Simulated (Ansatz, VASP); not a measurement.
Gd: VASP beside Ansatz

```
Gd
1.0
     3.48415    0.00000    0.00000
    -1.74208    3.01737    0.00000
     0.00000    0.00000    5.58672
Gd
2
Cartesian
  0.0000 2.0116 1.3967
  1.7421 1.0058 4.1900
```

Alike in both runs: task single point; functional LDA; k mesh 10 × 10 × 6; occupations methfessel-paxton of order 1, width 1 eV; collinear spin.

|  | VASP | Ansatz |
| --- | --- | --- |
| version | VASP 6.6.1 | Ansatz 0.2.0 |
| potentials or method | VASP PAW PBE potentials, release 64 (Gd), cutoff 520 eV | plane waves (420 eV) with PAW, scalar-relativistic |
| valence electrons in the cell | 36 | 36 |

|  | VASP | Ansatz | Ansatz less VASP |
| --- | --- | --- | --- |
| pressure (GPa) | 0.0 | -0.1 | -0.08 |
| traceless stress, the component that is largest in VASP (GPa) | -0.21 | -0.19 | +0.026 |
| net moment per atom (μB) | 7.16 | 7.23 | +0.075 |
| size of the moment on the site where the two differ most (μB) | 6.79 | 7.07 | +0.282 |

VASP's potentials were made for PBE, not for LDA, and Ansatz warns of the same on its side. LDA's correlation is that of Perdew and Zunger in VASP and of Perdew and Wang (1992) in Ansatz. Site moments also hang on the region over which each program counts them. Ansatz's warnings: stability check not made.

Neither program's run includes spin-orbit coupling.
